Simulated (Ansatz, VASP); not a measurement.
**Two plane-wave programs on Zr**

```
Zr
1.0
     6.37101    0.00000    0.00000
    -3.18550    5.51746    0.00000
     0.00000    0.00000   27.42683
Zr
16
Direct
  0.33333 0.16667 0.29169
  0.33333 0.66667 0.29169
  0.83333 0.16667 0.29169
  0.83333 0.66667 0.29169
  0.16667 0.33333 0.38484
  0.16667 0.83333 0.38484
  0.66667 0.33333 0.38484
  0.66667 0.83333 0.38484
  0.33740 0.15807 0.48306
  0.32707 0.66603 0.47991
  0.84729 0.18004 0.47978
  0.83010 0.65586 0.47718
  0.19379 0.33771 0.57353
  0.15359 0.82042 0.57767
  0.65780 0.30441 0.57798
  0.67214 0.84077 0.56582
```

Alike in both runs: task single point; functional PBE; dispersion D3(BJ); k mesh 4 × 4 × 1; occupations gaussian, width 0.1 eV; no spin polarisation.

```csv
,VASP,Ansatz
version,VASP 6.6.1,Ansatz 0.2.0
potentials or method,"VASP PAW PBE potentials, release 64 (Zr_sv), cutoff 520 eV","scalar-relativistic, plane waves, PAW"
valence electrons in the cell,192,192
```

|  | VASP | Ansatz | Ansatz less VASP |
| --- | --- | --- | --- |
| gap on the k mesh at the Fermi level (eV) | none | none | - |
| rms of the force components (eV/Å) | 0.272 | 0.272 | -0.0001 |

Atom by atom the forces differ by 0.002 eV/Å (rms over components). A gap of «none» marks a metal or a gap that the smearing closes.
